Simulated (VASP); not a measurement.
A run of VASP 6.6.1 is set up as follows.

Contents of INCAR:

```
SYSTEM = Ti2Te2P
PREC = Accurate
ENCUT = 520
EDIFF = 1E-6
ISMEAR = 0
SIGMA = 0.1
LREAL = .False.
LASPH = .True.
NELM = 100
ALGO = Normal
ISIF = 2
LWAVE = .False.
LCHARG = .True.
LELF = .True.
LVHAR = .True.
NBANDS = 28
```

KPOINTS

```
Automatic mesh
0
Gamma
  6 6 6
  0 0 0
```

File POSCAR:

```
Ti2Te2P
1.0
    1.8251794314      1.0537678360      9.9444565052
   -1.8251794314      1.0537678360      9.9444565052
    0.0000000000     -2.1075356720      9.9444565052
Ti Te P
2 2 1
Direct
    0.6221626300      0.6221626300      0.6221626300
    0.3778373700      0.3778373700      0.3778373700
    0.2282527500      0.2282527500      0.2282527500
    0.7717472500      0.7717472500      0.7717472500
    0.0000000000      0.0000000000      0.0000000000
```

Potentials or basis: VASP PAW LDA potentials, release 64 (Ti_sv, Te, P).

Launch:

```bash
$ cat potpaw_LDA.64/Ti_sv/POTCAR potpaw_LDA.64/Te/POTCAR potpaw_LDA.64/P/POTCAR > POTCAR
$ mpirun -np 1 vasp_std > vasp.out
```

**Question.** Estimate the band gap on the k mesh.

**Answer.** Zero (an odd number of electrons rules out a gap without spin polarisation).

**Question.** Predict the pressure.

**Answer.** -5.2 GPa.

**Question.** Predict the largest force.

**Answer.** 0.218 eV/Å.

Forces on the atoms (eV/Å):
```
Ti   0.000  0.000  0.205
Ti   0.000  0.000 -0.205
Te   0.000  0.000  0.218
Te   0.000  0.000 -0.218
P    0.000  0.000  0.000
```

Caveat: the cell stands under tension; spin-orbit coupling is left out, which moves the levels of the heavy elements.
